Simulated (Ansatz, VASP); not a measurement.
# Al5InSb6 in VASP and in Ansatz

The input INCAR:

```
ALGO = Normal
EDIFF = 1E-6
ENCUT = 520
GGA = PE
ISIF = 2
ISMEAR = 0
LASPH = True
LCHARG = False
LREAL = False
LWAVE = False
NBANDS = 41
NELM = 80
PREC = Accurate
SIGMA = 0.1
```

KPOINTS

```
k-points
0
Gamma
  4 4 1
```

POSCAR

```
Al5InSb6
1.0
    4.4500397000      0.0000000000      0.0000000000
    0.0000000000      4.4500397000      0.0000000000
    0.0000000000      0.0000000000     18.8565787000
Al In Sb
5 1 6
Direct
    0.0000000000      0.0000000000      0.8265620000
    0.5000000000      0.5000000000      0.6631940000
    0.0000000000      0.0000000000      0.5000000000
    0.5000000000      0.5000000000      0.3368060000
    0.0000000000      0.0000000000      0.1734380000
    0.5000000000      0.5000000000      0.0000000000
    0.5000000000      0.0000000000      0.7448270000
    0.0000000000      0.5000000000      0.5815860000
    0.5000000000      0.0000000000      0.4184140000
    0.0000000000      0.5000000000      0.2551730000
    0.5000000000      0.0000000000      0.0927880000
    0.0000000000      0.5000000000      0.9072120000
```

Input for Ansatz:

```yaml
crystal:
  lattice:
    - [4.4500397, 0.0, 0.0]
    - [0.0, 4.4500397, 0.0]
    - [0.0, 0.0, 18.8565787]
  atoms:
    - { symbol: Al, position: [0.0, 0.0, 0.826562] }
    - { symbol: Al, position: [0.5, 0.5, 0.663194] }
    - { symbol: Al, position: [0.0, 0.0, 0.5] }
    - { symbol: Al, position: [0.5, 0.5, 0.336806] }
    - { symbol: Al, position: [0.0, 0.0, 0.173438] }
    - { symbol: In, position: [0.5, 0.5, 0.0] }
    - { symbol: Sb, position: [0.5, 0.0, 0.744827] }
    - { symbol: Sb, position: [0.0, 0.5, 0.581586] }
    - { symbol: Sb, position: [0.5, 0.0, 0.418414] }
    - { symbol: Sb, position: [0.0, 0.5, 0.255173] }
    - { symbol: Sb, position: [0.5, 0.0, 0.092788] }
    - { symbol: Sb, position: [0.0, 0.5, 0.907212] }
basis:
  ecutwfc: 420
kpoints:
  mp_grid: { grid: [4, 4, 1] }
hamiltonian:
  xc: pbe
scf:
  occupations: { method: gaussian, width: 0.1 }
  lower_state_search: "off"
output:
  forces: true
  stress: true
  eigenvalues: true
```

Alike in both runs: task single point; functional PBE; k mesh 4 × 4 × 1; occupations gaussian, width 0.1 eV; no spin polarisation.

```csv
,VASP,Ansatz
version,VASP 6.6.1,Ansatz 0.2.0
potentials or method,"VASP PAW PBE potentials, release 64 (Al, In_d, Sb), cutoff 520 eV","scalar-relativistic, plane waves, PAW"
valence electrons in the cell,58,118
```

|  | VASP | Ansatz | Ansatz less VASP |
| --- | --- | --- | --- |
| gap on the k mesh at the Fermi level (eV) | 0.88 | 0.88 | -0.004 |
| least direct gap on the mesh (eV) | 0.88 | 0.88 | -0.004 |
| pressure (GPa) | 0.2 | 0.0 | -0.14 |
| traceless stress, the component that is largest in VASP (GPa) | -0.39 | -0.38 | +0.006 |
| rms of the force components (eV/Å) | 0.003 | 0.007 | +0.0041 |

Atom by atom the forces differ by 0.004 eV/Å (rms over components). VASP's potentials hold 58 valence electrons a cell and Ansatz's 118, so a difference there can come from the potentials and not from the codes.

Spin-orbit coupling is off throughout.
